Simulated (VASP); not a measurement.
Fe: single point with PBE

The system is Fe.

```xyz
1
Lattice="-1.4250 1.4250 1.4250 1.4250 -1.4250 1.4250 1.4250 1.4250 -1.4250" Properties=species:S:1:pos:R:3 pbc="T T T"
Fe    0.0000    0.0000    0.0000
```

```
Program             : VASP 6.6.1
Task                : single point
Functional          : PBE
Potentials or basis : VASP PAW PBE potentials, release 64 (Fe)
Cutoff              : 520 eV
k mesh              : 22 × 22 × 22
Occupations         : gaussian, width 0.05 eV
Spin                : collinear spin, ferromagnetic start
Starting moments    : [2.43] μB
```

```yaml
Pressure: -3.8 GPa
Net_moment: 2.21 μB per cell
Site_moments: Fe +2.21 μB
Valence_electrons_inside_the_program's_atomic_spheres: Fe 7.23
```

Levels at points of the mesh, in eV from the Fermi level:
Spin up:
```csv
k point,band 1,band 2,band 3,band 4,band 5,band 6,band 7,band 8,band 9,band 10
"(0.00, 0.00, 0.00)",-8.30,-2.24,-2.24,-2.24,-1.07,-1.07,24.87,24.87,24.87,29.83
"(0.50, 0.00, 0.00)",-4.80,-3.29,-1.01,-0.89,0.37,0.55,7.21,18.23,19.96,23.24
"(0.50, 0.50, 0.50)",-4.72,-4.72,0.11,0.11,0.11,9.83,9.83,9.83,15.48,15.48
```
Spin down:
```tsv
k point	band 1	band 2	band 3	band 4	band 5	band 6
(0.00, 0.00, 0.00)	-8.13	-0.32	-0.32	-0.32	1.70	1.70
(0.50, 0.00, 0.00)	-3.51	-1.57	0.65	1.55	1.95	2.60
(0.50, 0.50, 0.50)	-2.88	-2.88	2.31	2.31	2.31	10.10
```

It took 65 s on 1 thread of Intel(R) Xeon(R) Platinum 8559C (Emerald Rapids) (shared host), peak memory 0.19 GiB.

Caveat: the cell stands under tension.
